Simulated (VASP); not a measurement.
Write the native input for VASP 6.6.1 that does the following.

- Task: single point
- Functional: r2SCAN
- Potentials or basis: VASP PAW PBE potentials, release 64 (Hf_pv, O)
- Cutoff: 520 eV
- k mesh: 8 × 8 × 8
- Occupations: fermi-dirac, width 0.02 eV
- Spin: no spin polarisation
- Dipole correction: no
- Further INCAR settings: ALGO = Normal; EDIFF = 1e-07; NBANDS = 18

HfO2:

```
Hf O
1.0
     0.00000    2.52918    2.52918
     2.52918    0.00000    2.52918
     2.52918    2.52918    0.00000
Hf O
1 2
Direct
  0.00000 0.00000 0.00000
  0.25000 0.25000 0.25000
  0.75000 0.75000 0.75000
```

These files were run (other wordings do the same):

POSCAR

```
HfO2
1.0
    0.0000000000      2.5291823175      2.5291823175
    2.5291823175      0.0000000000      2.5291823175
    2.5291823175      2.5291823175      0.0000000000
Hf O
1 2
Direct
    0.0000000000      0.0000000000      0.0000000000
    0.2500000000      0.2500000000      0.2500000000
    0.7500000000      0.7500000000      0.7500000000
```

INCAR.step1

```
SYSTEM = HfO2
  PREC = Accurate
  ENCUT = 520
  ISMEAR = -1
  SIGMA = 0.02
  LREAL = .False.
  LASPH = .True.
  NELM = 60
  NBANDS = 18
  GGA = PE
  ALGO = Normal
  EDIFF = 1E-4
  LWAVE = .True.
  LCHARG = .False.
```

INCAR.step2

```
SYSTEM = HfO2
  PREC = Accurate
  ENCUT = 520
  EDIFF = 1E-7
  ISMEAR = -1
  SIGMA = 0.02
  LREAL = .False.
  LASPH = .True.
  NELM = 60
  ALGO = Normal
  ISIF = 2
  LWAVE = .False.
  LCHARG = .True.
  METAGGA = R2SCAN
  LMIXTAU = .True.
  LELF = .True.
  LVHAR = .True.
  NBANDS = 18
  ISTART = 1
```

KPOINTS

```
regular mesh
0
Gamma
  8 8 8
  0 0 0
```

Potentials or basis: VASP PAW PBE potentials, release 64 (Hf_pv, O).

Command:

```console
$ cat potpaw_PBE.64/Hf_pv/POTCAR potpaw_PBE.64/O/POTCAR > POTCAR
$ cp INCAR.step1 INCAR
$ mpirun -np 1 vasp_std > vasp.out
$ cp INCAR.step2 INCAR
$ mpirun -np 1 vasp_std > vasp.out
```

Results of the run:

```yaml
Pressure: -4.0 GPa
Band_gap_on_the_k_mesh: 4.31 eV, direct
```

Caveat: the PAW data sets were made with another functional, which shifts forces and pressure a little; spin-orbit coupling is left out, which moves the levels of the heavy elements.

Wall time 73 s on 1 thread of AMD EPYC 9R45 96-Core Processor (Zen 5), on a shared host, peak memory 0.14 GiB.
